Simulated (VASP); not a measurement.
Wanted: the native input for a VASP 6.6.1 run.

* Task: single point
* Functional: PBEsol
* Dispersion: D3(BJ)
* Potentials or basis: VASP PAW PBE potentials, release 64 (Hf_pv, N)
* Cutoff: 600 eV
* k mesh: 16 × 16 × 16
* Occupations: gaussian, width 0.1 eV
* Spin: no spin polarisation
* Dipole correction: no
* Further INCAR settings: ALGO = Normal; EDIFF = 1e-06; NBANDS = 14

The structure of HfN lies in POSCAR:

```
HfN
1.0
    0.0000000000      2.2584325442      2.2584325442
    2.2584325442      0.0000000000      2.2584325442
    2.2584325442      2.2584325442      0.0000000000
Hf N
1 1
Direct
    0.0000000000      0.0000000000      0.0000000000
    0.5000000000      0.5000000000      0.5000000000
```

One way to write it, as run:

INCAR

```
ALGO = Normal
EDIFF = 1E-6
ENCUT = 600
GGA = PS
GGA_COMPAT = F
ISIF = 2
ISMEAR = 0
IVDW = 12
LASPH = T
LCHARG = F
LREAL = F
LWAVE = F
NBANDS = 14
NELM = 120
PREC = Accurate
SIGMA = 0.1
```

KPOINTS

```
k-points
0
Gamma
  16 16 16
```

Potentials or basis: VASP PAW PBE potentials, release 64 (Hf_pv, N).

Launch:

```console
$ cat potpaw_PBE.64/Hf_pv/POTCAR potpaw_PBE.64/N/POTCAR > POTCAR
$ mpirun -np 1 vasp_std > vasp.out
```

Results of the run:

```json
{"Pressure": "-10.6 GPa", "Dispersion energy per atom": "-0.388 eV"}
```

Caveat: the PAW data sets were made with another functional, which shifts forces and pressure a little; pairwise dispersion overbinds metals, which lowers pressure and volume.

It took 100 s on 1 thread of Intel Xeon 8259CL, on a shared host, peak memory 0.21 GiB.
